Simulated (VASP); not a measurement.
# Nb16H (a cell with a defect) in VASP: single point with PBE

Aim: the single point of Nb16H (a cell with a defect) with PBE.

Program: VASP 6.6.1. These are calculated values, not measurements. Logs are shortened: lines on timing, memory, paths and dates and some standing lists are left out, and cuts for length are marked.

## (1) The cell of the first run

The cell holds a defect, 17 atoms: a = 6.600 Å, b = 6.600 Å, c = 6.600 Å, α = 90.00°, β = 90.00°, γ = 90.00°.

## (2) Single point, PBE

INCAR

```
SYSTEM = Nb16H
ALGO = Normal ; EDIFF = 1E-6
ENCUT = 520 ; GGA = PE
ISIF = 2 ; ISMEAR = 0
LASPH = .True. ; LCHARG = .False.
LREAL = Auto ; LWAVE = .False.
NBANDS = 118 ; NELM = 60
PREC = Accurate ; SIGMA = 0.1
```

KPOINTS

```
k-points
0
Gamma
  3 3 3
  0 0 0
```

POSCAR

```
Nb16H
1.0
    6.6000000000      0.0000000000      0.0000000000
    0.0000000000      6.6000000000      0.0000000000
    0.0000000000      0.0000000000      6.6000000000
Nb H
16 1
Direct
   -0.0000992424      0.0006845455      0.0001233333
    0.5004259091     -0.0008216667      0.0028562121
   -0.0000977273      0.4994339394      0.0001236364
   -0.0018781818      0.0097559091      0.4940537879
    0.2483107576      0.2500593939      0.2486622727
    0.5004263636      0.5009368182      0.0028565152
    0.4990834848     -0.0001260606      0.5024380303
    0.7470298485      0.2500600000      0.2475475758
   -0.0018768182      0.4903650000      0.4940546970
    0.2504845455      0.7500603030      0.2509465152
    0.2493740909      0.2500578788      0.7499706061
    0.4990836364      0.5002439394      0.5024389394
    0.7483478788      0.7500593939      0.2498213636
    0.7488368182      0.2500583333      0.7487563636
    0.2571709091      0.7500587879      0.7571163636
    0.7497069697      0.7500578788      0.7524398485
    0.0162231818      0.7500606061      0.6022266667
```

Potentials or basis: VASP PAW PBE potentials, release 64 (Nb_sv, H).

On the command line:

```console
cat potpaw_PBE.64/Nb_sv/POTCAR potpaw_PBE.64/H/POTCAR > POTCAR
mpirun -np 1 vasp_std > vasp.out
```

OUTCAR:

```text
SYSTEM = Nb16H
   EDIFF = 1E-6
   ENCUT = 520
   GGA = PE
   ISIF = 2
   ISMEAR = 0
   LASPH = .True.
   LREAL = Auto
   NELM = 60
   PREC = Accurate

 ion  position               nearest neighbor table
   1  1.000  0.001  0.000-   5 2.84  16 2.85  11 2.85   8 2.86  15 2.86  14 2.86  13 2.87  10 2.87

   2  0.500  0.999  0.003-  15 2.81   8 2.83  13 2.84  10 2.85  16 2.85   5 2.85  14 2.87  11 2.88

   3  1.000  0.499  0.000-   5 2.84  16 2.85  11 2.85   8 2.86  15 2.86  14 2.86  13 2.87  10 2.87

   4  0.998  0.010  0.494-  17 1.86   5 2.80   8 2.81  14 2.84  11 2.85  13 2.87  10 2.88  16 2.92
                            15 2.98
   5  0.248  0.250  0.249-   4 2.80   9 2.80   3 2.84   1 2.84   6 2.85   2 2.85   7 2.88  12 2.88

   6  0.500  0.501  0.003-  15 2.81   8 2.83  13 2.84  10 2.85  16 2.85   5 2.85  14 2.87  11 2.88

   7  0.499  1.000  0.502-  14 2.84  15 2.84  11 2.85  10 2.86  16 2.86  13 2.86   8 2.87   5 2.88

   8  0.747  0.250  0.248-   4 2.81   9 2.81   6 2.83   2 2.83   3 2.86   1 2.86  12 2.87   7 2.87

   9  0.998  0.490  0.494-  17 1.86   5 2.80   8 2.81  14 2.84  11 2.85  13 2.87  10 2.88  16 2.92
                            15 2.98
  10  0.250  0.750  0.251-   2 2.85   6 2.85   7 2.86  12 2.86   1 2.87   3 2.87   9 2.88   4 2.88

  11  0.249  0.250  0.750-   7 2.85  12 2.85   4 2.85   9 2.85   1 2.85   3 2.85   2 2.88   6 2.88

  12  0.499  0.500  0.502-  14 2.84  15 2.84  11 2.85  10 2.86  16 2.86  13 2.86   8 2.87   5 2.88

  13  0.748  0.750  0.250-   2 2.84   6 2.84   7 2.86  12 2.86   1 2.87   3 2.87   4 2.87   9 2.87

  14  0.749  0.250  0.749-   4 2.84   9 2.84   7 2.84  12 2.84   1 2.86   3 2.86   6 2.87   2 2.87

  15  0.257  0.750  0.757-  17 1.89   2 2.81   6 2.81  12 2.84   7 2.84   3 2.86   1 2.86   9 2.98
                             4 2.98
  16  0.750  0.750  0.752-   3 2.85   1 2.85   2 2.85   6 2.85  12 2.86   7 2.86   9 2.92   4 2.92

  17  0.016  0.750  0.602-   9 1.86   4 1.86  15 1.89

  LATTYP: Found a simple cubic cell.
 ALAT       =     6.6000000000

  Lattice vectors:

 A1 = (   6.6000000000,   0.0000000000,   0.0000000000)
 A2 = (   0.0000000000,   6.6000000000,   0.0000000000)
 A3 = (   0.0000000000,   0.0000000000,   6.6000000000)

Analysis of symmetry for initial positions (statically):
=====================================================================
 Subroutine PRICEL returns:
 Original cell was already a primitive cell.

 Routine SETGRP: Setting up the symmetry group for a
 simple cubic supercell.

 Subroutine GETGRP returns: Found  2 space group operations
 (whereof  1 operations were pure point group operations)
 out of a pool of 48 trial point group operations.

The static configuration has the point symmetry C_1 .
 The point group associated with its full space group is C_1h.

Analysis of symmetry for dynamics (positions and initial velocities):
=====================================================================
 Subroutine PRICEL returns:
 Original cell was already a primitive cell.

 Routine SETGRP: Setting up the symmetry group for a
 simple cubic supercell.

 Subroutine GETGRP returns: Found  2 space group operations
 (whereof  1 operations were pure point group operations)
 out of a pool of 48 trial point group operations.

The dynamic configuration has the point symmetry C_1 .
 The point group associated with its full space group is C_1h.

 Subroutine INISYM returns: Found  2 space group operations
 (whereof  1 operations are pure point group operations),
 and found     1 'primitive' translations

----------------------------------------------------------------------------------------

                                     Primitive cell

  volume of cell :     287.4960

  direct lattice vectors                    reciprocal lattice vectors
     6.600000000  0.000000000  0.000000000     0.151515152  0.000000000  0.000000000
     0.000000000  6.600000000  0.000000000     0.000000000  0.151515152  0.000000000
     0.000000000  0.000000000  6.600000000     0.000000000  0.000000000  0.151515152

  length of vectors
     6.600000000  6.600000000  6.600000000     0.151515152  0.151515152  0.151515152

  position of ions in fractional coordinates (direct lattice)
     0.999900758  0.000684546  0.000123333
     0.500425909  0.999178333  0.002856212
     0.999902273  0.499433939  0.000123636
     0.998121818  0.009755909  0.494053788
     0.248310758  0.250059394  0.248662273
     0.500426364  0.500936818  0.002856515
[... 9 lines left out ...]
     0.749706970  0.750057879  0.752439849
     0.016223182  0.750060606  0.602226667

  ion indices of the primitive-cell ions
   primitive index   ion index
                 1           1
                 2           2
                 3           3
                 4           4
                 5           5
                 6           6
[... 9 lines left out ...]
                16          16
                17          17

----------------------------------------------------------------------------------------

 KPOINTS: k-points

Automatic generation of k-mesh.
 Grid dimensions read from file:
 generate k-points for:    3    3    3

 Generating k-lattice:

  Cartesian coordinates                     Fractional coordinates (reciprocal lattice)
     0.050505051  0.000000000  0.000000000     0.333333333  0.000000000  0.000000000
     0.000000000  0.050505051  0.000000000     0.000000000  0.333333333  0.000000000
     0.000000000  0.000000000  0.050505051     0.000000000  0.000000000  0.333333333

  Length of vectors
     0.050505051  0.050505051  0.050505051

  Shift w.r.t. Gamma in fractional coordinates (k-lattice)
     0.000000000  0.000000000  0.000000000

 Subroutine IBZKPT returns following result:
 ===========================================

 Found     10 irreducible k-points:

 Following reciprocal coordinates:
            Coordinates               Weight
  0.000000  0.000000  0.000000      1.000000
  0.333333  0.000000  0.000000      2.000000
  0.000000  0.333333  0.000000      2.000000
  0.000000  0.000000  0.333333      2.000000
  0.333333  0.333333  0.000000      4.000000
  0.000000  0.333333  0.333333      4.000000
  0.333333  0.000000  0.333333      2.000000
 -0.333333  0.000000  0.333333      2.000000
  0.333333  0.333333  0.333333      4.000000
 -0.333333  0.333333  0.333333      4.000000
   k-points           NKPTS =     10   k-points in BZ     NKDIM =     10   number of bands    NBANDS=    118
   number of dos      NEDOS =    301   number of ions     NIONS =     17
   total plane-waves  NPLWV = 125000
   dimension x,y,z NGX =    50 NGY =   50 NGZ =   50
   dimension x,y,z NGXF=   100 NGYF=  100 NGZF=  100
   ions per type =              16   1
   NGX,Y,Z   is equivalent  to a cutoff of  12.59, 12.59, 12.59 a.u.
   NGXF,Y,Z  is equivalent  to a cutoff of  25.19, 25.19, 25.19 a.u.
 SYSTEM =  Nb16H
   PREC   = accura    normal or accurate (medium, high low for compatibility)
   ISTART =      0    job   : 0-new  1-cont  2-samecut
   ICHARG =      2    charge: 1-file 2-atom 10-const
   ISPIN  =      1    spin polarized calculation?
   LNONCOLLINEAR =      F non collinear calculations
   LSORBIT =      F    spin-orbit coupling
   LASPH  =      T    aspherical Exc in radial PAW
   ENCUT  =  520.0 eV  38.22 Ry    6.18 a.u.  12.27 12.27 12.27*2*pi/ulx,y,z
   NELM   =     60;   NELMIN=  2; NELMDL= -5     # of ELM steps
   EDIFF  = 0.1E-05   stopping-criterion for ELM
   LREAL  =      T    real-space projection
   EDIFFG = 0.1E-04   stopping-criterion for IOM
   NSW    =      0    number of steps for IOM
   IBRION =     -1    ionic relax: 0-MD 1-quasi-New 2-CG
   NFREE  =      0    steps in history (QN), initial steepest desc. (CG)
   ISIF   =      2    stress and relaxation
   ISYM   =      2    0-nonsym 1-usesym 2-fastsym
   POTIM  = 0.5000    time-step for ionic-motion
   TEBEG  =    0.0;   TEEND  =   0.0 temperature during run
   PSTRESS=    0.0 pullay stress
   NELECT =     209.0000    total number of electrons
   NUPDOWN=      -1.0000    fix difference up-down
   EMIN   =  10.00;   EMAX   =-10.00  energy-range for DOS
   EFERMI =   0.00;   METHOD = LEGACY
   ISMEAR =     0;   SIGMA  =   0.10  broadening in eV -4-tet -1-fermi 0-gaus
   EFERMI_NEDOS =   21; number of points for ismear=-14 and -15
   IALGO  =     38    algorithm
   IMIX   =      4    mixing-type and parameters
     AMIX     =   0.40;   BMIX     =  1.00
     AMIX_MAG =   1.60;   BMIX_MAG =  1.00
  volume/ion in A,a.u.               =      16.91       114.12
  Fermi-wavevector in a.u.,A,eV,Ry     =   1.472018  2.781710 29.481589  2.166836
  Thomas-Fermi vector in A             =   2.587083
   LORBIT       =      0    0 simple, 1 ext, 2 COOP (PROOUT), +10 PAW based schemes
   GGA     = PE    functional components
   LHFCALC =     F    Hartree Fock is set to
   AEXX    =    0.0000 exact exchange contribution
   IVDW    =     0    specifies the selected vdW correction
   LEPSILON=     F    determine dielectric tensor
   LRPA    =     F    only Hartree local field effects (RPA)
 non-spin polarized calculation
 Gauss-broadening in eV      SIGMA  =   0.10
  energy-cutoff  :      520.00
  volume of cell :      287.50
 maximum number of plane-waves:      7809
 NGX is ok and might be reduce to    50
   NGX = 25   NGY = 25   NGZ = 25

 number of electron     209.0000021 magnetization

 Free energy of the ion-electron system (eV)
  ---------------------------------------------------
  ext. energy  EPLUGINS =         0.00000000
  ---------------------------------------------------
  free energy    TOTEN  =      -167.45161935 eV

  energy without entropy =     -167.39631981  energy(sigma->0) =     -167.42396958

 E-fermi :  11.2516     XC(G=0): -12.5426

 val. band max:       11.2298490044   @ k =   0.0000   0.0000   0.3333
 cond. band min:      11.2596728235   @ k =   0.3333   0.0000   0.3333
 fundamental gap:      0.0298238191
 Fermi energy:        11.2516106916

 k-point     1 :       0.0000    0.0000    0.0000
  band No.  band energies     occupation
      1     -43.0807      2.00000
      2     -42.9018      2.00000
      3     -42.8910      2.00000
      4     -42.8609      2.00000
      5     -42.8592      2.00000
      6     -42.8466      2.00000
[... 108 lines left out ...]
    115      13.5324      0.00000
    116      13.5490      0.00000
[... 1069 lines left out ...]
    115      13.6721      0.00000
    116      13.7060      0.00000
 [bands above 116 left out]

------------------------ aborting loop because EDIFF is reached ----------------------------------------

  FORCE on cell =-STRESS in cart. coord.  units (eV):
  Direction    XX          YY          ZZ          XY          YZ          ZX
  --------------------------------------------------------------------------------------
  -------------------------------------------------------------------------------------
  Total        3.2668238      5.2063558      3.3965906      0.0000000      0.0000000      0.5372775
  in kB       18.2055786     29.0143349     18.9287517      0.0000000      0.0000000      2.9941767
  external PRESSURE =      22.0495550 kB  Pullay stress =       0.0000000 kB

 VOLUME and BASIS-vectors are now :
 -----------------------------------------------------------------------------
  energy-cutoff  :      520.00
  volume of cell :      287.50
      direct lattice vectors                 reciprocal lattice vectors
     6.600000000  0.000000000  0.000000000     0.151515152  0.000000000  0.000000000
     0.000000000  6.600000000  0.000000000     0.000000000  0.151515152  0.000000000
     0.000000000  0.000000000  6.600000000     0.000000000  0.000000000  0.151515152

 POSITION                                       TOTAL-FORCE (eV/Angst)
 -----------------------------------------------------------------------------------
      6.59935      0.00452      0.00081         0.010775      0.005575     -0.020237
      3.30281      6.59458      0.01885         0.010285     -0.000805     -0.011133
      6.59935      3.29626      0.00082         0.010775     -0.005575     -0.020237
      6.58760      0.06439      3.26076         0.050640     -0.024801     -0.034569
      1.63885      1.65039      1.64117         0.008446      0.000000     -0.010521
      3.30281      3.30618      0.01885         0.010285      0.000805     -0.011133
[... 9 lines left out ...]
      4.94807      4.95038      4.96610        -0.006069      0.000000     -0.004084
      0.10707      4.95040      3.97470        -0.302696      0.000000      0.318888
 -----------------------------------------------------------------------------------
    total drift:                                0.001541      0.308271     -0.000616

  FREE ENERGIE OF THE ION-ELECTRON SYSTEM (eV)
  ---------------------------------------------------
  free  energy   TOTEN  =      -167.4516193476 eV

  energy  without entropy=     -167.3963198073  energy(sigma->0) =     -167.42396958
```

Wall time 19 min (1 thread of Intel Xeon 8259CL, shared host); peak memory 0.46 GiB.

Results:

```
Free energy            : -167.4516 eV
Pressure               : 2.2 GPa
Largest force          : 0.440 eV/Å
Band gap on the k mesh : zero (an odd number of electrons rules out a gap without spin polarisation)
```

Forces on the atoms (eV/Å):
```
Nb   0.011  0.006 -0.020
Nb   0.010 -0.001 -0.011
Nb   0.011 -0.006 -0.020
Nb   0.051 -0.025 -0.035
Nb   0.008  0.000 -0.011
Nb   0.010  0.001 -0.011
Nb   0.019  0.001 -0.008
Nb   0.012  0.000 -0.018
Nb   0.051  0.025 -0.035
Nb   0.022  0.000 -0.033
Nb   0.022  0.000 -0.015
Nb   0.019 -0.001 -0.008
Nb   0.016  0.000 -0.026
Nb   0.030  0.000 -0.025
Nb   0.016  0.000 -0.039
Nb  -0.006  0.000 -0.004
H   -0.303  0.000  0.319
```

The gap in the log of VASP goes by the Fermi energy; the results here count the filled bands.